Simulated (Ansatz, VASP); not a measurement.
## One calculation of CdAg2, two programs

```xyz
6
Lattice="0.0000 3.9307 3.9307 3.9307 0.0000 3.9307 3.9307 3.9307 0.0000" Properties=species:S:1:pos:R:3 pbc="T T T"
Cd    0.0000    0.0000    0.0000
Cd    1.9654    1.9654    1.9654
Ag    4.9134    4.9134    4.9134
Ag    4.9134    2.9480    2.9480
Ag    2.9480    2.9480    4.9134
Ag    2.9480    4.9134    2.9480
```

Change from the starting cell: species swapped into the SrIr2 type (Fd-3m, No. 227).

Alike in both runs: functional PBE; k mesh 8 × 8 × 8; occupations gaussian, width 0.1 eV; no spin polarisation.

Ansatz relaxed the structure, and its values are those at the end. VASP's run is a single point on that final structure, the one shown.

|  | VASP | Ansatz |
| --- | --- | --- |
| version | VASP 6.6.1 | Ansatz 0.2.0 |
| potentials or method | VASP PAW PBE potentials, release 64 (Cd, Ag), cutoff 520 eV | scalar-relativistic, plane waves, PAW |
| valence electrons in the cell | 68 | 116 |

```csv
,VASP,Ansatz,Ansatz less VASP
gap on the k mesh at the Fermi level (eV),none,none,-
pressure (GPa),0.0,0.0,-0.04
```

A gap of «none» marks a metal or a gap that the smearing closes. VASP's potentials hold 68 valence electrons a cell and Ansatz's 116, so a difference there can come from the potentials and not from the codes.
